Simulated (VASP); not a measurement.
Input of a VASP 6.6.1 run:

File INCAR:

```
  PREC = Accurate
  ENCUT = 520
  EDIFF = 1E-6
  ISMEAR = -1
  SIGMA = 0.1
  LREAL = False
  LASPH = True
  NELM = 80
  ALGO = Normal
  ISIF = 2
  LWAVE = False
  LCHARG = False
  GGA = CA
  NBANDS = 11
```

KPOINTS

```
Automatic mesh
0
Gamma
  14 14 14
```

POSCAR

```
Pt
1.0
    2.4997886237      0.0000000000      0.0000000000
    0.0000000000      2.4997886237      0.0000000000
    0.0000000000      0.0000000000      2.4997886237
Pt
1
Direct
    0.0000000000      0.0000000000      0.0000000000
```

Potentials or basis: VASP PAW LDA potentials, release 64 (Pt).

Command:

```console
$ cat potpaw_LDA.64/Pt/POTCAR > POTCAR
$ mpirun -np 1 vasp_std > vasp.out
```

Problem. What does it give for the pressure?

Solution. 24.8 GPa.

Problem. Predict the band gap on the k mesh.

Solution. Zero (bands 5 and 6 overlap by 4.01 eV).

Caveat: the cell stands under pressure; spin-orbit coupling is left out, which moves the levels of the heavy elements.
